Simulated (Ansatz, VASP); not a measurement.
One calculation of BP, two programs

```
CELL_PARAMETERS angstrom
0.00000 2.26900 2.26900
2.26900 0.00000 2.26900
2.26900 2.26900 0.00000
ATOMIC_POSITIONS crystal
B 0.00000 0.00000 0.00000
P 0.25000 0.25000 0.25000
```

Alike in both runs: task relaxation of cell and atoms; functional PBE; k mesh 10 × 10 × 10; occupations gaussian, width 0.02 eV; no spin polarisation.

|  | VASP | Ansatz |
| --- | --- | --- |
| version | VASP 6.6.1 | Ansatz 0.2.0 |
| potentials or method | VASP PAW PBE potentials, release 64 (B, P), cutoff 600 eV | scalar-relativistic, plane waves, PAW |
| valence electrons in the cell | 8 | 8 |

|  | VASP | Ansatz | Ansatz less VASP |
| --- | --- | --- | --- |
| gap on the k mesh at the Fermi level, each at its own relaxed structure (eV) | 1.25 | 1.25 | +0.006 |
| relaxed volume (Å³/atom) | 11.75 | 11.76 | +0.016 |
| relaxed cell length with the largest relative difference (Å) | 3.215 | 3.216 | +0.0014 |
